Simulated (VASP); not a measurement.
# Ir (Pm-3m) in VASP: single point with r2SCAN

Aim: the single point of Ir with r2SCAN.

All numbers are computed with VASP 6.6.1; they aren't measurements. Logs are shortened: lines on timing, memory, paths and dates and some standing lists are left out, and cuts for length are marked.

## 1. The cell of the first run

It takes space group Pm-3m (No. 221, cubic). The conventional cell has a = 2.422 Å, b = 2.422 Å, c = 2.422 Å, α = 90.00°, β = 90.00°, γ = 90.00°. Ir (site symmetry m-3m) has 6 Ir at 2.42 Å within 3.2 Å.

This isn't the form of Ir at room conditions, which is fcc.

## 2. Single point, r2SCAN

File POSCAR:

```
Ir
1.0
   -0.8072376003      1.6144752006      1.6144752006
    1.6144752006     -0.8072376003      1.6144752006
    1.6144752006      1.6144752006     -0.8072376003
Ir
1
Direct
    0.0000000000      0.0000000000      0.0000000000
```

File INCAR.step1:

```
PREC = Accurate ; ENCUT = 520
ISMEAR = 0 ; SIGMA = 0.15
LREAL = False ; LASPH = True
NELM = 60 ; NBANDS = 10
GGA = PE ; ALGO = Normal
EDIFF = 1E-4 ; LWAVE = True
LCHARG = False
```

File INCAR.step2:

```
PREC = Accurate ; ENCUT = 520
EDIFF = 1E-6 ; ISMEAR = 0
SIGMA = 0.15 ; LREAL = False
LASPH = True ; NELM = 60
ALGO = Normal ; ISIF = 2
LWAVE = False ; LCHARG = False
METAGGA = R2SCAN ; LMIXTAU = True
NBANDS = 10 ; ISTART = 1
```

File KPOINTS:

```
Automatic mesh
0
Gamma
  30 30 30
```

Potentials or basis: VASP PAW PBE potentials, release 64 (Ir).

Run with:

```
$ cat potpaw_PBE.64/Ir/POTCAR > POTCAR
$ cp INCAR.step1 INCAR
$ mpirun -np 1 vasp_std > vasp.out
$ cp INCAR.step2 INCAR
$ mpirun -np 1 vasp_std > vasp.out
```

OUTCAR:

```text
PREC = Accurate
   ENCUT = 520
   EDIFF = 1E-6
   ISMEAR = 0
   LREAL = False
   LASPH = True
   NELM = 60
   ISIF = 2
   METAGGA = R2SCAN
   ISTART = 1

 ion  position               nearest neighbor table
   1  0.000  0.000  0.000-

  LATTYP: Found a simple cubic cell.
 ALAT       =     2.4217128009

  Lattice vectors:

 A1 = (  -0.8072376003,   1.6144752006,   1.6144752006)
 A2 = (   1.6144752006,  -0.8072376003,   1.6144752006)
 A3 = (   1.6144752006,   1.6144752006,  -0.8072376003)

Analysis of symmetry for initial positions (statically):
=====================================================================
 Subroutine PRICEL returns:
 Original cell was already a primitive cell.

 Routine SETGRP: Setting up the symmetry group for a
 simple cubic supercell.

 Subroutine GETGRP returns: Found 48 space group operations
 (whereof 48 operations were pure point group operations)
 out of a pool of 48 trial point group operations.

The static configuration has the point symmetry O_h .

Analysis of symmetry for dynamics (positions and initial velocities):
=====================================================================
 Subroutine PRICEL returns:
 Original cell was already a primitive cell.

 Routine SETGRP: Setting up the symmetry group for a
 simple cubic supercell.

 Subroutine GETGRP returns: Found 48 space group operations
 (whereof 48 operations were pure point group operations)
 out of a pool of 48 trial point group operations.

The dynamic configuration has the point symmetry O_h .

 Subroutine INISYM returns: Found 48 space group operations
 (whereof 48 operations are pure point group operations),
 and found     1 'primitive' translations

----------------------------------------------------------------------------------------

                                     Primitive cell

  volume of cell :      14.2026

  direct lattice vectors                    reciprocal lattice vectors
    -0.807237600  1.614475201  1.614475201    -0.137643627  0.275287254  0.275287254
     1.614475201 -0.807237600  1.614475201     0.275287254 -0.137643627  0.275287254
     1.614475201  1.614475201 -0.807237600     0.275287254  0.275287254 -0.137643627

  length of vectors
     2.421712801  2.421712801  2.421712801     0.412930881  0.412930881  0.412930881

  position of ions in fractional coordinates (direct lattice)
     0.000000000  0.000000000  0.000000000

  ion indices of the primitive-cell ions
   primitive index   ion index
                 1           1

----------------------------------------------------------------------------------------

 KPOINTS: Automatic mesh

Automatic generation of k-mesh.
 Grid dimensions read from file:
 generate k-points for:   30   30   30

 Generating k-lattice:

  Cartesian coordinates                     Fractional coordinates (reciprocal lattice)
    -0.004588121  0.009176242  0.009176242     0.033333333  0.000000000  0.000000000
     0.009176242 -0.004588121  0.009176242     0.000000000  0.033333333  0.000000000
     0.009176242  0.009176242 -0.004588121     0.000000000  0.000000000  0.033333333

  Length of vectors
     0.013764363  0.013764363  0.013764363

  Shift w.r.t. Gamma in fractional coordinates (k-lattice)
     0.000000000  0.000000000  0.000000000

 Subroutine IBZKPT returns following result:
 ===========================================

 Found    816 irreducible k-points:

 Following reciprocal coordinates:
            Coordinates               Weight
  0.000000  0.000000  0.000000      1.000000
  0.033333  0.000000  0.000000      6.000000
  0.066667  0.000000  0.000000      6.000000
  0.100000  0.000000  0.000000      6.000000
  0.133333  0.000000  0.000000      6.000000
  0.166667  0.000000  0.000000      6.000000
[... 16 lines left out ...]
  0.233333  0.033333  0.000000     24.000000
  0.266667  0.033333  0.000000     24.000000
 [... further k-points ...]
   k-points           NKPTS =    816   k-points in BZ     NKDIM =    816   number of bands    NBANDS=     10
   number of dos      NEDOS =    301   number of ions     NIONS =      1
   total plane-waves  NPLWV =   5832
   dimension x,y,z NGX =    18 NGY =   18 NGZ =   18
   dimension x,y,z NGXF=    36 NGYF=   36 NGZF=   36
   ions per type =               1
   NGX,Y,Z   is equivalent  to a cutoff of  12.36, 12.36, 12.36 a.u.
   NGXF,Y,Z  is equivalent  to a cutoff of  24.71, 24.71, 24.71 a.u.
 SYSTEM =  unknown system
   PREC   = accura    normal or accurate (medium, high low for compatibility)
   ISTART =      1    job   : 0-new  1-cont  2-samecut
   ICHARG =      0    charge: 1-file 2-atom 10-const
   ISPIN  =      1    spin polarized calculation?
   LNONCOLLINEAR =      F non collinear calculations
   LSORBIT =      F    spin-orbit coupling
   LASPH  =      T    aspherical Exc in radial PAW
   ENCUT  =  520.0 eV  38.22 Ry    6.18 a.u.   4.50  4.50  4.50*2*pi/ulx,y,z
   NELM   =     60;   NELMIN=  2; NELMDL=  0     # of ELM steps
   EDIFF  = 0.1E-05   stopping-criterion for ELM
   LREAL  =      F    real-space projection
   EDIFFG = 0.1E-04   stopping-criterion for IOM
   NSW    =      0    number of steps for IOM
   IBRION =     -1    ionic relax: 0-MD 1-quasi-New 2-CG
   NFREE  =      0    steps in history (QN), initial steepest desc. (CG)
   ISIF   =      2    stress and relaxation
   ISYM   =      2    0-nonsym 1-usesym 2-fastsym
   POTIM  = 0.5000    time-step for ionic-motion
   TEBEG  =    0.0;   TEEND  =   0.0 temperature during run
   PSTRESS=    0.0 pullay stress
   NELECT =       9.0000    total number of electrons
   NUPDOWN=      -1.0000    fix difference up-down
   EMIN   =  10.00;   EMAX   =-10.00  energy-range for DOS
   EFERMI =   0.00;   METHOD = LEGACY
   ISMEAR =     0;   SIGMA  =   0.15  broadening in eV -4-tet -1-fermi 0-gaus
   EFERMI_NEDOS =   21; number of points for ismear=-14 and -15
   IALGO  =     38    algorithm
   IMIX   =      4    mixing-type and parameters
     AMIX     =   0.40;   BMIX     =  1.00
     AMIX_MAG =   1.60;   BMIX_MAG =  1.00
  volume/ion in A,a.u.               =      14.20        95.84
  Fermi-wavevector in a.u.,A,eV,Ry     =   1.406154  2.657247 26.902397  1.977270
  Thomas-Fermi vector in A             =   2.528543
   LORBIT       =      0    0 simple, 1 ext, 2 COOP (PROOUT), +10 PAW based schemes
   METAGGA = R2SCAN    functional components
   LHFCALC =     F    Hartree Fock is set to
   AEXX    =    0.0000 exact exchange contribution
   IVDW    =     0    specifies the selected vdW correction
   LEPSILON=     F    determine dielectric tensor
   LRPA    =     F    only Hartree local field effects (RPA)
 non-spin polarized calculation
 Gauss-broadening in eV      SIGMA  =   0.15
  energy-cutoff  :      520.00
  volume of cell :       14.20
 maximum number of plane-waves:       402
   NGX =  9   NGY =  9   NGZ =  9

 number of electron       9.0000000 magnetization

 Free energy of the ion-electron system (eV)
  ---------------------------------------------------
  ext. energy  EPLUGINS =         0.00000000
  ---------------------------------------------------
  free energy    TOTEN  =       -50.92408169 eV

  energy without entropy =      -50.91231585  energy(sigma->0) =      -50.91819877

 E-fermi :  10.0335     XC(G=0): -14.9630

 val. band max:       10.0323986453   @ k =   0.3667   0.3333   0.1667
 cond. band min:      10.0339792705   @ k =   0.4667   0.1667   0.1667
 fundamental gap:      0.0015806252
 Fermi energy:        10.0334830024

 k-point     1 :       0.0000    0.0000    0.0000
  band No.  band energies     occupation
      1      -1.0289      2.00000
      2       2.1003      2.00000
      3       2.1003      2.00000
      4      11.8400      0.00000
      5      11.8400      0.00000
      6      11.8400      0.00000
      7      27.6777      0.00000
      8      27.6777      0.00000
      9      27.6777      0.00000
     10      35.2690      0.00000

 k-point     2 :       0.0333    0.0000    0.0000
  band No.  band energies     occupation
      1      -0.9853      2.00000
      2       2.1100      2.00000
      3       2.1464      2.00000
      4      11.7832      0.00000
      5      11.7832      0.00000
      6      11.8442      0.00000
      7      27.4033      0.00000
      8      27.7629      0.00000
      9      27.7629      0.00000
     10      35.4759      0.00000

 k-point     3 :       0.0667    0.0000    0.0000
  band No.  band energies     occupation
      1      -0.8578      2.00000
      2       2.1389      2.00000
      3       2.2861      2.00000
      4      11.6186      0.00000
      5      11.6186      0.00000
      6      11.8566      0.00000
      7      26.6883      0.00000
      8      28.0121      0.00000
      9      28.0121      0.00000
     10      35.9137      0.00000

 k-point     4 :       0.1000    0.0000    0.0000
  band No.  band energies     occupation
      1      -0.6566      2.00000
      2       2.1859      2.00000
      3       2.5232      2.00000
      4      11.3616      0.00000
      5      11.3616      0.00000
      6      11.8767      0.00000
      7      25.7278      0.00000
      8      28.4074      0.00000
      9      28.4074      0.00000
     10      35.3382      0.00000
[... 222 lines left out ...]
 k-point    22 :       0.2000    0.0333    0.0000
  band No.  band energies     occupation
      1       0.2731      2.00000
      2       2.4539      2.00000
      3       3.8641      2.00000
      4      10.1963      0.12473
      5      10.2655      0.02872
      6      11.9214      0.00000
      7      22.6076      0.00000
      8      29.8343      0.00000
      9      30.2967      0.00000
     10      32.2670      0.00000

 k-point    23 :       0.2333    0.0333    0.0000
  band No.  band energies     occupation
      1       0.6058      2.00000
      2       2.5516      2.00000
      3       4.4943      2.00000
      4       9.7964      1.97461
      5       9.8637      1.89058
      6      11.9621      0.00000
      7      21.6171      0.00000
      8      30.3964      0.00000
      9      31.0127      0.00000
     10      31.4506      0.00000

 k-point    24 :       0.2667    0.0333    0.0000
  band No.  band energies     occupation
      1       0.9366      2.00000
      2       2.6534      2.00000
      3       5.1869      2.00000
      4       9.4152      2.00000
      5       9.4753      2.00000
      6      12.0041      0.00000
      7      20.7119      0.00000
      8      30.2420      0.00000
      9      31.4424      0.00000
     10      31.7464      0.00000

 [... further k-points ...]

------------------------ aborting loop because EDIFF is reached ----------------------------------------

  FORCE on cell =-STRESS in cart. coord.  units (eV):
  Direction    XX          YY          ZZ          XY          YZ          ZX
  --------------------------------------------------------------------------------------
  -------------------------------------------------------------------------------------
  Total        5.7295671      5.7295671      5.7295671      0.0000000     -0.0000000     -0.0000000
  in kB      646.3451298    646.3451298    646.3451298      0.0000000     -0.0000000     -0.0000000
  external PRESSURE =     646.3451298 kB  Pullay stress =       0.0000000 kB

 VOLUME and BASIS-vectors are now :
 -----------------------------------------------------------------------------
  energy-cutoff  :      520.00
  volume of cell :       14.20
      direct lattice vectors                 reciprocal lattice vectors
    -0.807237600  1.614475201  1.614475201    -0.137643627  0.275287254  0.275287254
     1.614475201 -0.807237600  1.614475201     0.275287254 -0.137643627  0.275287254
     1.614475201  1.614475201 -0.807237600     0.275287254  0.275287254 -0.137643627

 POSITION                                       TOTAL-FORCE (eV/Angst)
 -----------------------------------------------------------------------------------
      0.00000      0.00000      0.00000         0.000000      0.000000      0.000000
 -----------------------------------------------------------------------------------
    total drift:                                0.000000     -0.000000      0.000000

  FREE ENERGIE OF THE ION-ELECTRON SYSTEM (eV)
  ---------------------------------------------------
  free  energy   TOTEN  =       -50.9240816913 eV

  energy  without entropy=      -50.9123158517  energy(sigma->0) =      -50.91819877
```

Run time: 2.7 min. Hardware: 1 thread of AMD EPYC 9R45 (Zen 5), shared host; peak memory 0.2 GiB.

What came out:

```
Free energy            : -50.9241 eV
Pressure               : 64.6 GPa
Band gap on the k mesh : zero (an odd number of electrons rules out a gap without spin polarisation)
```

Levels at points of the mesh, in eV from the Fermi level:
```
           k point  band 1  band 2  band 3  band 4  band 5  band 6  band 7  band 8
(0.00, 0.00, 0.00)  -11.06   -7.93   -7.93    1.81    1.81    1.81   17.64   17.64
(0.50, 0.00, 0.00)   -7.69   -6.96   -2.03   -2.03   -1.37    2.20    7.88   17.31
(0.50, 0.50, 0.00)   -8.64   -6.04   -1.30   -1.30    4.62    5.16    5.16   14.95
(0.50, 0.50, 0.50)   -7.03   -7.03   -7.03    4.90    4.90    9.38   13.17   13.17
```

Caveat: the cell stands under pressure; the PAW data sets were made with another functional, which shifts forces and pressure a little; spin-orbit coupling is left out, which moves the levels of the heavy elements.
